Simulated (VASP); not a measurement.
Crystal: AgI.

```
Ag I
1.0
     0.00000    3.23650    3.23650
     3.23650    0.00000    3.23650
     3.23650    3.23650    0.00000
Ag I
1 1
Direct
  0.00000 0.00000 0.00000
  0.25000 0.25000 0.25000
```

| Quantity | Value |
| --- | --- |
| Program | VASP 6.6.1 |
| Task | relaxation of cell and atoms |
| Functional | PBE |
| Potentials or basis | VASP PAW PBE potentials, release 64 (Ag, I) |
| Cutoff | 500 eV |
| k mesh | 6 × 6 × 6 |
| Occupations | fermi-dirac, width 0.02 eV |
| Spin | no spin polarisation |

At the start: pressure 2.2 GPa; volume 33.90 Å³/atom.

Task: Where does the relaxation end?

Result: Over 3 steps the energy falls by 15.5 meV/atom and the volume is 36.37 Å³/atom (+7.3 %); space group F-43m (No. 216, to 0.05 Å).

The path:
```csv
step,energy change (eV),largest force (eV/Å),pressure (GPa),volume (Å³)
1,0.0000,0.0000,2.18,67.80
2,-0.0310,0.0000,0.11,72.44
3,-0.0310,0.0000,0.00,72.74
```

Final structure:
```
CELL_PARAMETERS angstrom
0.00000 3.31326 3.31326
3.31326 0.00000 3.31326
3.31326 3.31326 0.00000
ATOMIC_POSITIONS crystal
Ag 0.00000 0.00000 0.00000
I 0.25000 0.25000 0.25000
```
